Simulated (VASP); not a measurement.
A run of VASP 6.6.1 is set up as follows.

File INCAR:

```
SYSTEM = Sn
PREC = Accurate
ENCUT = 520
EDIFF = 1E-7
ISMEAR = -1
SIGMA = 0.05
LREAL = .False.
LASPH = .True.
NELM = 80
ALGO = Normal
ISIF = 2
LWAVE = .False.
LCHARG = .True.
GGA = PE
LELF = .True.
LVHAR = .True.
NBANDS = 21
```

Contents of KPOINTS:

```
regular mesh
0
Gamma
  13 13 7
  0 0 0
```

Contents of POSCAR:

```
Sn
1.0
    2.5111450301      0.0000000000      0.0000000000
   -1.2555725151      2.1747153887      0.0000000000
    0.0000000000      0.0000000000      4.0616126478
Sn
2
Direct
    0.3333333333      0.6666666667      0.2500000000
    0.6666666667      0.3333333333      0.7500000000
```

Potentials or basis: VASP PAW PBE potentials, release 64 (Sn_d).

Command:

```bash
$ cat potpaw_PBE.64/Sn_d/POTCAR > POTCAR
$ mpirun -np 1 vasp_std > vasp.out
```

Q: Estimate the pressure.

A: 394.1 GPa.

Q: What does it give for the band gap on the k mesh?

A: Zero (bands 14 and 15 overlap by 12.20 eV).

Caveat: the cell stands under pressure; spin-orbit coupling is left out, which moves the levels of the heavy elements.
